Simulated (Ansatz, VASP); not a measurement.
**AlIn2N3: VASP beside Ansatz**

```
CELL_PARAMETERS angstrom
5.90844 0.00000 0.00000
-2.95422 5.11686 0.00000
0.00000 0.00000 3.04098
ATOMIC_POSITIONS crystal
Al 0.00000 0.00000 0.00000
In 0.33333 0.66667 0.00000
In 0.66667 0.33333 0.00000
N 0.50000 0.00000 0.50000
N 0.50000 0.50000 0.50000
N 0.00000 0.50000 0.50000
```

Change from the starting cell: species swapped into the CeAl3Pd2 type (P6/mmm, No. 191).

Alike in both runs: functional PBE; k mesh 6 × 6 × 12; occupations gaussian, width 0.1 eV; collinear spin.

Ansatz relaxed the structure, and its values are those at the end. VASP's run is a single point on that final structure, the one shown.

|  | VASP | Ansatz |
| --- | --- | --- |
| version | VASP 6.6.1 | Ansatz 0.2.0 |
| potentials or method | VASP PAW PBE potentials, release 64 (Al, In_d, N), cutoff 520 eV | scalar-relativistic, plane waves, PAW |
| valence electrons in the cell | 44 | 44 |

|  | VASP | Ansatz | Ansatz less VASP |
| --- | --- | --- | --- |
| gap on the k mesh at the Fermi level (eV) | none | none | - |
| pressure (GPa) | 0.1 | 0.0 | -0.12 |
| net moment per atom (μB) | 0.33 | 0.33 | 0.000 |
| size of the moment on the site where the two differ most (μB) | 0.51 | 0.63 | +0.117 |

Site moments also hang on the region over which each program counts them. A gap of «none» marks a metal or a gap that the smearing closes.
